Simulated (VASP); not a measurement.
Rh:

```
Rh
1.0
     0.00000    1.89785    1.89785
     1.89785    0.00000    1.89785
     1.89785    1.89785    0.00000
Rh
1
Direct
  0.00000 0.00000 0.00000
```

| Property | Result |
| --- | --- |
| Program | VASP 6.6.1 |
| Task | relaxation of cell and atoms |
| Functional | PBEsol |
| Potentials or basis | VASP PAW PBE potentials, release 64 (Rh_pv) |
| Cutoff | 600 eV |
| k mesh | 21 × 21 × 21 |
| Occupations | gaussian, width 0.05 eV |
| Spin | no spin polarisation |

At the start: pressure -3.9 GPa; volume 13.67 Å³/atom.

How do energy, volume and symmetry change on relaxing?

Over 3 steps the energy falls by 2.2 meV/atom and the volume is 13.49 Å³/atom (-1.3 %); space group Fm-3m (No. 225, to 0.05 Å).

The path:
```
step  energy change (eV)  largest force (eV/Å)  pressure (GPa)  volume (Å³)
   1              0.0000                0.0000           -3.86        13.67
   2              0.0134                0.0000           11.32        13.03
   3             -0.0022                0.0000           -0.04        13.49
```

Final structure:
```
CELL_PARAMETERS angstrom
0.00000 1.88948 1.88948
1.88948 0.00000 1.88948
1.88948 1.88948 0.00000
ATOMIC_POSITIONS crystal
Rh 0.00000 0.00000 0.00000
```

Caveat: the PAW data sets were made with another functional, which shifts forces and pressure a little.
